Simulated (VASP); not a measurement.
# WS2 (R3m) in VASP: further runs, part 2 of 2

VASP 6.6.1.

## Step 6: Single point, PBEsol

File INCAR:

```
SYSTEM = WS2
ALGO     = Normal         ! electronic algorithm
EDIFF    = 1E-6           ! SCF threshold, eV
ENCUT    = 520            ! plane-wave cutoff, eV
GGA      = PS             ! functional
ISIF     = 2              ! what is computed and relaxed
ISMEAR   = -1             ! smearing method
LASPH    = .TRUE.         ! aspherical terms in the spheres
LCHARG   = .FALSE.        ! write CHGCAR
LREAL    = .FALSE.        ! projectors in reciprocal space
LWAVE    = .FALSE.        ! write WAVECAR
NBANDS   = 20             ! bands
NELM     = 60             ! most SCF steps
PREC     = Accurate       ! precision mode
SIGMA    = 0.05           ! smearing width, eV
```

File KPOINTS:

```
k-points
0
G
  8 8 8
  0 0 0
```

File POSCAR:

```
WS2
1.0
    1.5790000000      0.9116360000      6.1633330000
   -1.5790000000      0.9116360000      6.1633330000
    0.0000000000     -1.8232720000      6.1633330000
W S
1 2
Direct
    0.0000000000      0.0000000000      0.0000000000
    0.2497000000      0.2497000000      0.2497000000
    0.4190000000      0.4190000000      0.4190000000
```

Potentials or basis: VASP PAW PBE potentials, release 64 (W_sv, S).

Started as:

```
> cat potpaw_PBE.64/W_sv/POTCAR potpaw_PBE.64/S/POTCAR > POTCAR
> mpirun -np 1 vasp_std > vasp.out
```

OUTCAR:

```text
SYSTEM = WS2
   EDIFF = 1E-6
   ENCUT = 520
   GGA = PS
   ISIF = 2
   ISMEAR = -1
   LASPH = .TRUE.
   LREAL = .FALSE.
   NELM = 60
   PREC = Accurate

 ion  position               nearest neighbor table
   1  0.000  0.000  0.000-   2 2.39   2 2.39   2 2.39   3 2.42   3 2.42   3 2.42
   2  0.250  0.250  0.250-   1 2.39   1 2.39   1 2.39
   3  0.419  0.419  0.419-   1 2.42   1 2.42   1 2.42

  LATTYP: Found a trigonal (rhomboedric) cell.
 ALAT       =     6.4273629791
 COS(alpha) =     0.8792940713

  Lattice vectors:

 A1 = (   1.5790000000,   0.9116360000,   6.1633330000)
[... 192 lines left out ...]
      6      -6.2416      2.00000
[... 541 lines left out ...]
     19      15.7096      0.00000
     20      15.9865      0.00000

 [... further k-points ...]
[... 5 lines left out ...]
  --------------------------------------------------------------------------------------
  -------------------------------------------------------------------------------------
  Total       -0.2886246     -0.2886246      0.0693224      0.0000000      0.0000000      0.0000000
  in kB       -8.6870736     -8.6870722      2.0864785      0.0000000      0.0000000      0.0000000
  external PRESSURE =      -5.0958891 kB  Pullay stress =       0.0000000 kB

 VOLUME and BASIS-vectors are now :
 -----------------------------------------------------------------------------
  energy-cutoff  :      520.00
  volume of cell :       53.23
      direct lattice vectors                 reciprocal lattice vectors
     1.579000000  0.911636000  6.163333000     0.316656111  0.182821506  0.054083291
    -1.579000000  0.911636000  6.163333000    -0.316656111  0.182821506  0.054083291
     0.000000000 -1.823272000  6.163333000     0.000000000 -0.365643012  0.054083291

 POSITION                                       TOTAL-FORCE (eV/Angst)
 -----------------------------------------------------------------------------------
      0.00000      0.00000      0.00000         0.000000      0.000000      0.601691
      0.00000      0.00000      4.61695         0.000000      0.000000     -0.252288
      0.00000      0.00000      7.74731         0.000000      0.000000     -0.349403
 -----------------------------------------------------------------------------------
    total drift:                               -0.000000     -0.000002      0.000023

  FREE ENERGIE OF THE ION-ELECTRON SYSTEM (eV)
  ---------------------------------------------------
  free  energy   TOTEN  =       -25.2632062281 eV

  energy  without entropy=      -25.2632059120  energy(sigma->0) =      -25.26320607
```

stdout:

```text
POSCAR found type information on POSCAR W S
 POSCAR found :  2 types and       3 ions
 scaLAPACK will be used
 -----------------------------------------------------------------------------
|                                                                             |
|                                                                             |
|     You enforced a specific xc type in the INCAR file but a different       |
|     I HOPE YOU KNOW WHAT YOU ARE DOING!                                     |
|                                                                             |
 -----------------------------------------------------------------------------

 LDA part: xc-table for (Slater+PW92), standard interpolation
 POSCAR, INCAR and KPOINTS ok, starting setup
 FFT: planning ... GRIDC
 FFT: planning ... GRID_SOFT
 FFT: planning ... GRID
 WAVECAR not read
 entering main loop
```

Run time: 2.2 min. Hardware: 1 thread of Intel Xeon Platinum 8375C at 2.90GHz (Ice Lake), shared host; peak memory 0.33 GiB.

What came out:

| Item | Value |
| --- | --- |
| Free energy | -25.2632 eV |
| Pressure | -0.5 GPa |
| Largest force | 0.602 eV/Å |
| Band gap on the k mesh | 1.14 eV (least direct gap 2.31 eV) |

Forces on the atoms (eV/Å):
```
W    0.000  0.000  0.602
S    0.000  0.000 -0.252
S    0.000  0.000 -0.349
```

Stress tensor (GPa, compression positive):
```
-0.87  0.00  0.00
 0.00 -0.87  0.00
 0.00  0.00  0.21
```

Caveat: the PAW data sets were made with another functional, which shifts forces and pressure a little; spin-orbit coupling is left out, which moves the levels of the heavy elements.

## Step 7: Single point, PBEsol

File INCAR:

```
SYSTEM = WS2
  PREC = Accurate
  ENCUT = 520
  EDIFF = 1E-7
  ISMEAR = -1
  SIGMA = 0.05
  LREAL = .FALSE.
  LASPH = .TRUE.
  NELM = 60
  ALGO = Normal
  ISIF = 2
  LWAVE = .FALSE.
  LCHARG = .TRUE.
  GGA = PS
  LELF = .TRUE.
  LVHAR = .TRUE.
  NBANDS = 20
```

File KPOINTS:

```
Automatic mesh
0
G
  10 10 10
  0 0 0
```

POSCAR is that of step 6.

Started as:

```
> cat potpaw_PBE.64/W_sv/POTCAR potpaw_PBE.64/S/POTCAR > POTCAR
> mpirun -np 1 vasp_std > vasp.out
```

Wall time 4.4 min (1 thread of Intel Xeon Platinum 8375C at 2.90GHz (Ice Lake), shared host); peak memory 0.37 GiB.

Results (log left out):

- Free energy: -25.2634 eV
- Pressure: -0.5 GPa
- Largest force: 0.602 eV/Å
- Band gap on the k mesh: 1.03 eV (least direct gap 2.24 eV)

Forces in eV/Å, atoms in the order of the input:
```
W    0.000  0.000  0.602
S    0.000  0.000 -0.252
S    0.000  0.000 -0.350
```

Stress tensor (GPa, compression positive):
```
-0.87  0.00  0.00
 0.00 -0.87  0.00
 0.00  0.00  0.21
```

Levels at points of the mesh, in eV from the valence-band top:
| k point | band 10 | band 11 | band 12 | band 13 | band 14 | band 15 | band 16 | band 17 |
| --- | --- | --- | --- | --- | --- | --- | --- | --- |
| (0.00, 0.00, 0.00) | -2.28 | -2.28 | -1.57 | -1.23 | 2.19 | 2.19 | 2.55 | 2.55 |
| (0.50, 0.00, 0.00) | -4.16 | -2.58 | -1.80 | -1.74 | 2.30 | 2.59 | 3.60 | 3.88 |
| (0.50, 0.50, 0.00) | -4.08 | -3.19 | -2.00 | -1.56 | 2.25 | 2.70 | 3.20 | 4.39 |
| (0.50, 0.50, 0.50) | -3.56 | -2.25 | -2.25 | 0.00 | 2.31 | 2.31 | 2.39 | 2.39 |

Caveat: the PAW data sets were made with another functional, which shifts forces and pressure a little; spin-orbit coupling is left out, which moves the levels of the heavy elements.

## Step 8: Overview

```csv
k mesh,gap on the mesh (eV),pressure (GPa),largest force (eV/Å)
3 × 3 × 3,1.41,-0.3,0.60
4 × 4 × 4,1.34,-0.9,0.59
5 × 5 × 5,1.08,-0.5,0.60
7 × 7 × 7,1.11,-0.5,0.60
8 × 8 × 8,1.14,-0.5,0.60
10 × 10 × 10,1.03,-0.5,0.60
```

Alike in all rows: task single point; level PBEsol; potentials or basis VASP PAW PBE potentials, release 64 (W_sv, S); no spin polarisation; cell as given; cutoff (eV) 520; smearing fermi-dirac 0.05 eV.

Caveats: some runs use coarse meshes; the PAW data sets were made with another functional, which shifts forces and pressure a little; spin-orbit coupling is left out, which moves the levels of the heavy elements; an odd mesh through Γ misses points on the zone boundary, where band edges can lie (at least some runs).

Total energies depend on the potentials used, so only differences within one code and one set of settings carry meaning.
